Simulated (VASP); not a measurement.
# GaN in VASP: further runs, part 3 of 3

VASP 6.6.1.

### Step 5. Single point, PBE (atoms displaced along a vibrational mode)

INCAR reads:

```
PREC = Accurate
ENCUT = 520
EDIFF = 1E-6
ISMEAR = 0
SIGMA = 0.05
LREAL = F
LASPH = T
NELM = 80
ALGO = Normal
ISIF = 2
LWAVE = F
LCHARG = F
GGA = PE
NBANDS = 46
```

KPOINTS reads:

```
regular mesh
0
Gamma
  8 6 6
```

POSCAR reads:

```
GaN
1.0
   -3.2185392732      0.0000000000      0.0000000000
    0.0000000000      0.0000000000     -5.2433778863
    0.0000000001     -5.5746735474      0.0000000000
Ga N
4 4
Direct
    0.5000000000      0.0026376638      0.1747078477
    0.0000000000     -0.0039147641      0.6586277053
    0.0000000000      0.4960852359      0.3413722947
    0.5000000000      0.5026376638      0.8252921523
    0.5000000000      0.6301908962      0.1680328349
    0.0000000000      0.6330345710      0.6653145664
    0.0000000000      0.1330345710      0.3346854336
    0.5000000000      0.1301908962      0.8319671651
```

Potentials or basis: VASP PAW PBE potentials, release 64 (Ga_d, N).

Command:

```
cat potpaw_PBE.64/Ga_d/POTCAR potpaw_PBE.64/N/POTCAR > POTCAR
mpirun -np 1 vasp_std > vasp.out
```

OUTCAR:

```text
PREC = Accurate
   ENCUT = 520
   EDIFF = 1E-6
   ISMEAR = 0
   LREAL = F
   LASPH = T
   NELM = 80
   ISIF = 2
   GGA = PE

 ion  position               nearest neighbor table
   1  0.500  0.003  0.175-   5 1.95   7 1.96   7 1.96   8 2.02
   2  0.000  0.996  0.659-   6 1.90   7 1.94   8 2.00   8 2.00
   3  0.000  0.496  0.341-   7 1.90   6 1.94   5 2.00   5 2.00
   4  0.500  0.503  0.825-   8 1.95   6 1.96   6 1.96   5 2.02
   5  0.500  0.630  0.168-   1 1.95   3 2.00   3 2.00   4 2.02
   6  0.000  0.633  0.665-   2 1.90   3 1.94   4 1.96   4 1.96
   7  0.000  0.133  0.335-   3 1.90   2 1.94   1 1.96   1 1.96
   8  0.500  0.130  0.832-   4 1.95   2 2.00   2 2.00   1 2.02

  LATTYP: Found a simple orthorhombic cell.
 ALAT       =     3.2185392732
 B/A-ratio  =     1.6291172613
 C/A-ratio  =     1.7320508076

  Lattice vectors:

 A1 = (  -3.2185392732,   0.0000000000,   0.0000000000)
 A2 = (   0.0000000000,   0.0000000000,  -5.2433778863)
 A3 = (   0.0000000001,  -5.5746735474,   0.0000000000)

Analysis of symmetry for initial positions (statically):
=====================================================================
 Subroutine PRICEL returns:
 Original cell was already a primitive cell.

 Routine SETGRP: Setting up the symmetry group for a
 simple orthorhombic supercell.

 Subroutine GETGRP returns: Found  4 space group operations
 (whereof  2 operations were pure point group operations)
 out of a pool of  8 trial point group operations.

The static configuration has the point symmetry C_1h.
 The point group associated with its full space group is C_2v.

Analysis of symmetry for dynamics (positions and initial velocities):
=====================================================================
 Subroutine PRICEL returns:
 Original cell was already a primitive cell.

[... 142 lines left out ...]
  Fermi-wavevector in a.u.,A,eV,Ry     =   1.497462  2.829793 30.509608  2.242393
  Thomas-Fermi vector in A             =   2.609347
   LORBIT       =      0    0 simple, 1 ext, 2 COOP (PROOUT), +10 PAW based schemes
   GGA     = PE    functional components
   LHFCALC =     F    Hartree Fock is set to
   AEXX    =    0.0000 exact exchange contribution
   IVDW    =     0    specifies the selected vdW correction
   LEPSILON=     F    determine dielectric tensor
   LRPA    =     F    only Hartree local field effects (RPA)
 non-spin polarized calculation
 Gauss-broadening in eV      SIGMA  =   0.05
  energy-cutoff  :      520.00
  volume of cell :       94.08
 maximum number of plane-waves:      2568
 NGX is ok and might be reduce to    24
   NGX = 11   NGY = 19   NGZ = 21

 number of electron      72.0000028 magnetization

 Free energy of the ion-electron system (eV)
  ---------------------------------------------------
  ext. energy  EPLUGINS =         0.00000000
  ---------------------------------------------------
  free energy    TOTEN  =       -48.49846647 eV

  energy without entropy =      -48.49846647  energy(sigma->0) =      -48.49846647

 E-fermi :   5.3452     XC(G=0): -11.5153

 val. band max:        5.0844615425   @ k =   0.0000   0.0000   0.0000
 cond. band min:       6.6973835950   @ k =   0.0000   0.0000   0.0000
 fundamental gap:      1.6129220525
 Fermi energy:         5.3451587107

 k-point     1 :       0.0000    0.0000    0.0000
  band No.  band energies     occupation
      1     -10.8281      2.00000
      2     -10.1698      2.00000
      3      -9.6987      2.00000
      4      -9.6742      2.00000
      5      -8.4460      2.00000
      6      -8.4194      2.00000
[... 1165 lines left out ...]
     45      14.5023      0.00000
     46      14.7071      0.00000

 [... further k-points ...]

------------------------ aborting loop because EDIFF is reached ----------------------------------------

  FORCE on cell =-STRESS in cart. coord.  units (eV):
  Direction    XX          YY          ZZ          XY          YZ          ZX
  --------------------------------------------------------------------------------------
  -------------------------------------------------------------------------------------
  Total       -0.6161233     -0.6108051      2.0933431      0.0000000      0.0000000      0.0000000
  in kB      -10.4927373    -10.4021672     35.6501682      0.0000000      0.0000000      0.0000000
  external PRESSURE =       4.9184212 kB  Pullay stress =       0.0000000 kB

 VOLUME and BASIS-vectors are now :
 -----------------------------------------------------------------------------
  energy-cutoff  :      520.00
  volume of cell :       94.08
      direct lattice vectors                 reciprocal lattice vectors
    -3.218539273  0.000000000  0.000000000    -0.310699953 -0.000000000  0.000000000
     0.000000000  0.000000000 -5.243377886     0.000000000  0.000000000 -0.190716752
     0.000000000 -5.574673547  0.000000000     0.000000000 -0.179382701  0.000000000

 POSITION                                       TOTAL-FORCE (eV/Angst)
 -----------------------------------------------------------------------------------
     -1.60927     -0.97394     -0.01383        -0.000000      0.958864     -0.090193
      0.00000     -3.67163     -5.22285         0.000000     -1.003618     -1.022461
      0.00000     -1.90304     -2.60116        -0.000000      1.003618     -1.022461
     -1.60927     -4.60073     -2.63552         0.000000     -0.958864     -0.090193
     -1.60927     -0.93673     -3.30433         0.000000     -0.022848      0.446988
      0.00000     -3.70891     -3.31924         0.000000     -0.056829      0.665666
      0.00000     -1.86576     -0.69755        -0.000000      0.056829      0.665666
     -1.60927     -4.63795     -0.68264        -0.000000      0.022848      0.446988
 -----------------------------------------------------------------------------------
    total drift:                               -0.000000      0.000007     -0.000410

  FREE ENERGIE OF THE ION-ELECTRON SYSTEM (eV)
  ---------------------------------------------------
  free  energy   TOTEN  =       -48.4984664657 eV

  energy  without entropy=      -48.4984664657  energy(sigma->0) =      -48.49846647
```

OSZICAR:

```text
N       E                     dE             d eps       ncg     rms          rms(c)
DAV:   1     0.803527881868E+03    0.80353E+03   -0.32846E+04  8192   0.290E+03
DAV:   2     0.106666369096E+03   -0.69686E+03   -0.66063E+03  7544   0.716E+02
DAV:   3    -0.437308728825E+02   -0.15040E+03   -0.14600E+03  8484   0.220E+02
DAV:   4    -0.559871959373E+02   -0.12256E+02   -0.12130E+02  9402   0.647E+01
DAV:   5    -0.563744916180E+02   -0.38730E+00   -0.38638E+00  9270   0.120E+01    0.153E+01
DAV:   6    -0.482363515835E+02    0.81381E+01   -0.24588E+01 13704   0.546E+01    0.417E+00
DAV:   7    -0.485400709598E+02   -0.30372E+00   -0.40233E+00  8188   0.112E+01    0.380E+00
DAV:   8    -0.485149135911E+02    0.25157E-01   -0.32418E-01 11272   0.700E+00    0.960E-01
DAV:   9    -0.484974477041E+02    0.17466E-01   -0.10101E-01 11356   0.462E+00    0.486E-01
DAV:  10    -0.484981566055E+02   -0.70890E-03   -0.12761E-02  9476   0.108E+00    0.308E-01
DAV:  11    -0.484984909154E+02   -0.33431E-03   -0.14441E-03  9726   0.767E-01    0.558E-02
DAV:  12    -0.484984496799E+02    0.41235E-04   -0.66806E-04 11236   0.594E-01    0.507E-02
DAV:  13    -0.484984664900E+02   -0.16810E-04   -0.29116E-04  8986   0.118E-01    0.294E-02
DAV:  14    -0.484984674429E+02   -0.95290E-06   -0.14582E-05 10586   0.420E-02    0.138E-02
DAV:  15    -0.484984664657E+02    0.97720E-06   -0.57682E-06  7540   0.334E-02
   1 F= -.48498466E+02 E0= -.48498466E+02  d E =-.154101E-15
```

Run time: 2.5 min. Hardware: 1 thread of Intel Xeon 6975P-C (Granite Rapids), shared host; peak memory 0.36 GiB.

Results:

* Free energy: -48.4985 eV
* Pressure: 0.5 GPa
* Largest force: 1.433 eV/Å
* Band gap on the k mesh: 1.61 eV

Forces in eV/Å, atoms in the order of the input:
```
Ga   0.000  0.959 -0.090
Ga   0.000 -1.004 -1.022
Ga   0.000  1.004 -1.022
Ga   0.000 -0.959 -0.090
N    0.000 -0.023  0.447
N    0.000 -0.057  0.666
N    0.000  0.057  0.666
N    0.000  0.023  0.447
```

Stress tensor (GPa, compression positive):
```
-1.05  0.00  0.00
 0.00 -1.04  0.00
 0.00  0.00  3.57
```

Levels at points of the mesh, in eV from the valence-band top:
```
           k point  band 32  band 33  band 34  band 35  band 36  band 37  band 38  band 39  band 40  band 41
(0.00, 0.00, 0.00)    -1.06    -0.71    -0.22    -0.02     0.00     1.61     4.06     4.94     5.30     5.81
(0.50, 0.00, 0.00)    -3.69    -2.25    -1.98    -1.91    -1.86     5.22     5.75     6.24     6.42     7.41
(0.00, 0.50, 0.00)    -1.94    -0.55    -0.55    -0.51    -0.51     3.93     3.93     4.23     4.23     7.57
(0.50, 0.50, 0.00)    -3.22    -1.90    -1.90    -1.56    -1.56     5.46     5.46     5.75     5.75     7.56
(0.00, 0.00, 0.50)    -1.89    -0.95    -0.81    -0.52    -0.33     3.93     4.12     5.70     5.77     7.00
(0.50, 0.00, 0.50)    -2.58    -2.43    -2.21    -0.99    -0.83     4.70     5.16     5.18     5.40     5.60
(0.00, 0.50, 0.50)    -1.95    -1.56    -1.56    -0.99    -0.99     4.82     4.82     5.14     5.14     7.32
(0.50, 0.50, 0.50)    -1.91    -1.90    -1.90    -1.70    -1.70     3.97     3.97     4.39     4.39     7.44
```

Caveat: the cell differs from its parent crystal (atoms displaced along a vibrational mode); forces of over 1 eV/Å act on the atoms, so gaps and moduli don't describe the material at rest.

### Step 6. Overview

| cell | gap on the mesh (eV) | pressure (GPa) | largest force (eV/Å) |
| --- | --- | --- | --- |
| as given, atomic positions A | 1.60 | 0.9 | 0.77 |
| as given, atomic positions B | 1.55 | 1.5 | 1.65 |
| as given, atomic positions C | 1.71 | 0.2 | 0.23 |
| as given, atomic positions D | 1.61 | 0.5 | 1.43 |

Alike in all rows: task single point; level PBE; potentials or basis VASP PAW PBE potentials, release 64 (Ga_d, N); no spin polarisation; k mesh 8 × 6 × 6; cutoff (eV) 520; smearing gaussian 0.05 eV.

Caveats: forces of over 1 eV/Å act on the atoms, so gaps and moduli don't describe the material at rest (at least some runs).

Absolute energies hang on the potentials; compare differences alone.
